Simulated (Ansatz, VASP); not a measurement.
# B: VASP beside Ansatz

```
B
1.0
     2.52628    1.45855    3.43160
    -2.52628    1.45855    3.43160
     0.00000   -2.91709    3.43160
B
11
Direct
  0.41107 0.41107 0.41107
  0.58893 0.58893 0.58893
  0.68216 0.31784 0.00000
  0.00000 0.68216 0.31784
  0.31784 0.00000 0.68216
  0.30775 0.89025 0.11249
  0.11249 0.30775 0.89025
  0.89025 0.11249 0.30775
  0.88751 0.10975 0.69225
  0.10975 0.69225 0.88751
  0.69225 0.88751 0.10975
```

Alike in both runs: functional PBE; k mesh 6 × 6 × 6; occupations gaussian, width 0.1 eV; no spin polarisation.

Ansatz relaxed the structure, and its values are those at the end. VASP's run is a single point on that final structure, the one shown.

|  | VASP | Ansatz |
| --- | --- | --- |
| version | VASP 6.6.1 | Ansatz 0.2.0 |
| potentials or method | VASP PAW PBE potentials, release 64 (B), cutoff 520 eV | scalar-relativistic, plane waves, PAW |
| valence electrons in the cell | 33 | 33 |

VASP gave:

| Item | Value |
| --- | --- |
| gap on the k mesh at the Fermi level (eV) | none |
| pressure (GPa) | -0.1 |
| rms of the force components (eV/Å) | 0.012 |

Task: Estimate Ansatz's values.

Result: gap on the k mesh at the Fermi level (eV): none; pressure (GPa): -0.2; rms of the force components (eV/Å): 0.012.

A gap of «none» marks a metal or a gap that the smearing closes. With one functional, cell and mesh, what is left measures potentials, basis and numerics.
